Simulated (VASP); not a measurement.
# AlN (P6_3/mmc) in VASP: a series of runs, part 2 of 2

VASP 6.6.1. The steps go on from the part before.

**3. Single point, PBEsol**

This run uses another cell than the first one, of 9.95 Å³/atom, 1.003 times its volume.

Input file INCAR:

```
  PREC = Accurate
  ENCUT = 520
  EDIFF = 1E-7
  ISMEAR = 0
  SIGMA = 0.05
  LREAL = False
  LASPH = True
  NELM = 60
  ALGO = Normal
  ISIF = 2
  LWAVE = False
  LCHARG = True
  GGA = PS
  LELF = True
  LVHAR = True
  NBANDS = 16
```

Input file KPOINTS:

```
Automatic mesh
0
Gamma
  9 9 6
```

Input file POSCAR:

```
AlN
1.0
    3.4005000000      0.0000000000      0.0000000000
   -1.7002500000      2.9449193856      0.0000000000
    0.0000000000      0.0000000000      3.9744000000
Al N
2 2
Direct
    0.3333333333      0.6666666667      0.7500000000
    0.6666666667      0.3333333333      0.2500000000
    0.3333333333      0.6666666667      0.2500000000
    0.6666666667      0.3333333333      0.7500000000
```

Potentials or basis: VASP PAW PBE potentials, release 64 (Al, N).

Command:

```console
$ cat potpaw_PBE.64/Al/POTCAR potpaw_PBE.64/N/POTCAR > POTCAR
$ mpirun -np 1 vasp_std > vasp.out
```

OUTCAR:

```text
PREC = Accurate
   ENCUT = 520
   EDIFF = 1E-7
   ISMEAR = 0
   LREAL = False
   LASPH = True
   NELM = 60
   ISIF = 2
   GGA = PS

 ion  position               nearest neighbor table
   1  0.333  0.667  0.750-   4 1.96   4 1.96   4 1.96   3 1.99   3 1.99   2 2.79   2 2.79   2 2.79
                             2 2.79   2 2.79   2 2.79
   2  0.667  0.333  0.250-   3 1.96   3 1.96   3 1.96   4 1.99   4 1.99   1 2.79   1 2.79   1 2.79
                             1 2.79   1 2.79   1 2.79
   3  0.333  0.667  0.250-   2 1.96   2 1.96   2 1.96   1 1.99   1 1.99
   4  0.667  0.333  0.750-   1 1.96   1 1.96   1 1.96   2 1.99   2 1.99

  LATTYP: Found a hexagonal cell.
 ALAT       =     3.4005000000
 C/A-ratio  =     1.1687692986

  Lattice vectors:

 A1 = (   3.4005000000,   0.0000000000,   0.0000000000)
 A2 = (  -1.7002500000,   2.9449193856,   0.0000000000)
 A3 = (   0.0000000000,   0.0000000000,   3.9744000000)

Analysis of symmetry for initial positions (statically):
=====================================================================
 Subroutine PRICEL returns:
 Original cell was already a primitive cell.

 Routine SETGRP: Setting up the symmetry group for a
 hexagonal supercell.

 Subroutine GETGRP returns: Found 24 space group operations
 (whereof 12 operations were pure point group operations)
 out of a pool of 24 trial point group operations.

The static configuration has the point symmetry D_3d.
 The point group associated with its full space group is D_6h.

Analysis of symmetry for dynamics (positions and initial velocities):
=====================================================================
 Subroutine PRICEL returns:
 Original cell was already a primitive cell.

 Routine SETGRP: Setting up the symmetry group for a
 hexagonal supercell.

 Subroutine GETGRP returns: Found 24 space group operations
 (whereof 12 operations were pure point group operations)
 out of a pool of 24 trial point group operations.

The dynamic configuration has the point symmetry D_3d.
 The point group associated with its full space group is D_6h.

 Subroutine INISYM returns: Found 24 space group operations
 (whereof 12 operations are pure point group operations),
 and found     1 'primitive' translations

----------------------------------------------------------------------------------------

                                     Primitive cell

  volume of cell :      39.8004

  direct lattice vectors                    reciprocal lattice vectors
     3.400500000  0.000000000  0.000000000     0.294074401  0.169783934  0.000000000
    -1.700250000  2.944919386  0.000000000     0.000000000  0.339567869  0.000000000
     0.000000000  0.000000000  3.974400000     0.000000000  0.000000000  0.251610306

  length of vectors
     3.400500000  3.400500000  3.974400000     0.339567869  0.339567869  0.251610306

  position of ions in fractional coordinates (direct lattice)
     0.333333333  0.666666667  0.750000000
     0.666666667  0.333333333  0.250000000
     0.333333333  0.666666667  0.250000000
     0.666666667  0.333333333  0.750000000

  ion indices of the primitive-cell ions
   primitive index   ion index
                 1           1
                 2           2
[... 31 lines left out ...]
  0.000000  0.000000  0.000000      1.000000
  0.111111  0.000000  0.000000      6.000000
  0.222222  0.000000  0.000000      6.000000
  0.333333  0.000000  0.000000      6.000000
  0.444444  0.000000  0.000000      6.000000
  0.111111  0.111111  0.000000      6.000000
[... 16 lines left out ...]
  0.333333  0.222222  0.166667     24.000000
  0.333333  0.333333  0.166667      4.000000
 [... further k-points ...]
   k-points           NKPTS =     48   k-points in BZ     NKDIM =     48   number of bands    NBANDS=     16
   number of dos      NEDOS =    301   number of ions     NIONS =      4
   total plane-waves  NPLWV =  23520
   dimension x,y,z NGX =    28 NGY =   28 NGZ =   30
   dimension x,y,z NGXF=    56 NGYF=   56 NGZF=   60
   ions per type =               2   2
   NGX,Y,Z   is equivalent  to a cutoff of  13.69, 13.69, 12.55 a.u.
   NGXF,Y,Z  is equivalent  to a cutoff of  27.38, 27.38, 25.10 a.u.
 SYSTEM =  unknown system
   PREC   = accura    normal or accurate (medium, high low for compatibility)
   ISTART =      0    job   : 0-new  1-cont  2-samecut
   ICHARG =      2    charge: 1-file 2-atom 10-const
   ISPIN  =      1    spin polarized calculation?
   LNONCOLLINEAR =      F non collinear calculations
   LSORBIT =      F    spin-orbit coupling
   LASPH  =      T    aspherical Exc in radial PAW
   ENCUT  =  520.0 eV  38.22 Ry    6.18 a.u.   6.32  6.32  7.39*2*pi/ulx,y,z
   NELM   =     60;   NELMIN=  2; NELMDL= -5     # of ELM steps
   EDIFF  = 0.1E-06   stopping-criterion for ELM
   LREAL  =      F    real-space projection
   EDIFFG = 0.1E-05   stopping-criterion for IOM
   NSW    =      0    number of steps for IOM
   IBRION =     -1    ionic relax: 0-MD 1-quasi-New 2-CG
   NFREE  =      0    steps in history (QN), initial steepest desc. (CG)
   ISIF   =      2    stress and relaxation
   ISYM   =      2    0-nonsym 1-usesym 2-fastsym
   POTIM  = 0.5000    time-step for ionic-motion
   TEBEG  =    0.0;   TEEND  =   0.0 temperature during run
   PSTRESS=    0.0 pullay stress
   NELECT =      16.0000    total number of electrons
   NUPDOWN=      -1.0000    fix difference up-down
   EMIN   =  10.00;   EMAX   =-10.00  energy-range for DOS
   EFERMI =   0.00;   METHOD = LEGACY
   ISMEAR =     0;   SIGMA  =   0.05  broadening in eV -4-tet -1-fermi 0-gaus
   EFERMI_NEDOS =   21; number of points for ismear=-14 and -15
   IALGO  =     38    algorithm
   IMIX   =      4    mixing-type and parameters
     AMIX     =   0.40;   BMIX     =  1.00
     AMIX_MAG =   1.60;   BMIX_MAG =  1.00
  volume/ion in A,a.u.               =       9.95        67.15
  Fermi-wavevector in a.u.,A,eV,Ry     =   1.208237  2.283237 19.862293  1.459837
  Thomas-Fermi vector in A             =   2.343851
   LORBIT       =      0    0 simple, 1 ext, 2 COOP (PROOUT), +10 PAW based schemes
   GGA     = PS    functional components
   LHFCALC =     F    Hartree Fock is set to
   AEXX    =    0.0000 exact exchange contribution
   IVDW    =     0    specifies the selected vdW correction
   LEPSILON=     F    determine dielectric tensor
   LRPA    =     F    only Hartree local field effects (RPA)
 non-spin polarized calculation
 Gauss-broadening in eV      SIGMA  =   0.05
  energy-cutoff  :      520.00
  volume of cell :       39.80
 maximum number of plane-waves:      1095
 NGX is ok and might be reduce to    28
   NGX = 13   NGY = 13   NGZ = 15

 number of electron      15.9999996 magnetization

 Free energy of the ion-electron system (eV)
  ---------------------------------------------------
  ext. energy  EPLUGINS =         0.00000000
  ---------------------------------------------------
  free energy    TOTEN  =       -30.84994931 eV

  energy without entropy =      -30.84994931  energy(sigma->0) =      -30.84994931

 E-fermi :   7.6540     XC(G=0): -11.3322

 val. band max:        7.4602576074   @ k =   0.0000   0.0000   0.0000
 cond. band min:      10.8755165454   @ k =   0.0000   0.0000   0.0000
 fundamental gap:      3.4152589380
 Fermi energy:         7.6539563867

 k-point     1 :       0.0000    0.0000    0.0000
  band No.  band energies     occupation
      1      -8.9817      2.00000
      2      -4.9316      2.00000
      3       1.0759      2.00000
      4       4.2804      2.00000
      5       4.2804      2.00000
      6       6.3527      2.00000
[... 433 lines left out ...]
      3       1.2041      2.00000
      4       2.2582      2.00000
      5       2.2582      2.00000
      6       5.3050      2.00000
[... 8 lines left out ...]
     15      19.2170      0.00000
     16      21.1544      0.00000

 [... further k-points ...]

------------------------ aborting loop because EDIFF is reached ----------------------------------------

  FORCE on cell =-STRESS in cart. coord.  units (eV):
  Direction    XX          YY          ZZ          XY          YZ          ZX
  --------------------------------------------------------------------------------------
  -------------------------------------------------------------------------------------
  Total       -2.1194030     -2.1194030      1.5878904      0.0000000      0.0000000      0.0000000
  in kB      -85.3171553    -85.3171553     63.9209661      0.0000000      0.0000000      0.0000000
  external PRESSURE =     -35.5711148 kB  Pullay stress =       0.0000000 kB

 VOLUME and BASIS-vectors are now :
 -----------------------------------------------------------------------------
  energy-cutoff  :      520.00
  volume of cell :       39.80
      direct lattice vectors                 reciprocal lattice vectors
     3.400500000  0.000000000  0.000000000     0.294074401  0.169783934  0.000000000
    -1.700250000  2.944919386  0.000000000     0.000000000  0.339567869  0.000000000
     0.000000000  0.000000000  3.974400000     0.000000000  0.000000000  0.251610306

 POSITION                                       TOTAL-FORCE (eV/Angst)
 -----------------------------------------------------------------------------------
     -0.00000      1.96328      2.98080         0.000000     -0.000000      0.000000
      1.70025      0.98164      0.99360         0.000000      0.000000      0.000000
     -0.00000      1.96328      0.99360        -0.000000      0.000000      0.000000
      1.70025      0.98164      2.98080         0.000000      0.000000      0.000000
 -----------------------------------------------------------------------------------
    total drift:                               -0.000000      0.000000     -0.000000

  FREE ENERGIE OF THE ION-ELECTRON SYSTEM (eV)
  ---------------------------------------------------
  free  energy   TOTEN  =       -30.8499493123 eV

  energy  without entropy=      -30.8499493123  energy(sigma->0) =      -30.84994931
```

OSZICAR:

```text
N       E                     dE             d eps       ncg     rms          rms(c)
DAV:   1     0.401988449622E+02    0.40199E+02   -0.72477E+03  1536   0.898E+02
DAV:   2    -0.318171727416E+02   -0.72016E+02   -0.66046E+02  2248   0.187E+02
DAV:   3    -0.351112980041E+02   -0.32941E+01   -0.32805E+01  1872   0.409E+01
DAV:   4    -0.351316314821E+02   -0.20333E-01   -0.20331E-01  1936   0.362E+00
DAV:   5    -0.351319100218E+02   -0.27854E-03   -0.27854E-03  1832   0.422E-01    0.112E+01
DAV:   6    -0.309263169792E+02    0.42056E+01   -0.82640E+00  1984   0.213E+01    0.392E+00
DAV:   7    -0.308977832815E+02    0.28534E-01   -0.83594E-01  1760   0.574E+00    0.282E+00
DAV:   8    -0.308613176349E+02    0.36466E-01   -0.13956E-01  1744   0.290E+00    0.944E-01
DAV:   9    -0.308496192963E+02    0.11698E-01   -0.29137E-02  1944   0.129E+00    0.282E-01
DAV:  10    -0.308500311071E+02   -0.41181E-03   -0.26912E-03  1784   0.358E-01    0.160E-01
DAV:  11    -0.308499538015E+02    0.77306E-04   -0.89337E-05  1944   0.747E-02    0.473E-02
DAV:  12    -0.308499497004E+02    0.41011E-05   -0.10314E-05  1800   0.233E-02    0.653E-03
DAV:  13    -0.308499492444E+02    0.45605E-06   -0.22832E-06  2032   0.108E-02    0.353E-03
DAV:  14    -0.308499493123E+02   -0.67904E-07   -0.11367E-07  1120   0.290E-03
   1 F= -.30849949E+02 E0= -.30849949E+02  d E =-.176199E-10
```

Run time: 14 s. Hardware: 1 thread of Intel Xeon 6975P-C (Granite Rapids), shared host; peak memory 0.16 GiB.

Results:

- Free energy: -30.8499 eV
- Pressure: -3.6 GPa
- Band gap on the k mesh: 3.42 eV, direct

Caveat: the PAW data sets were made with another functional, which shifts forces and pressure a little.
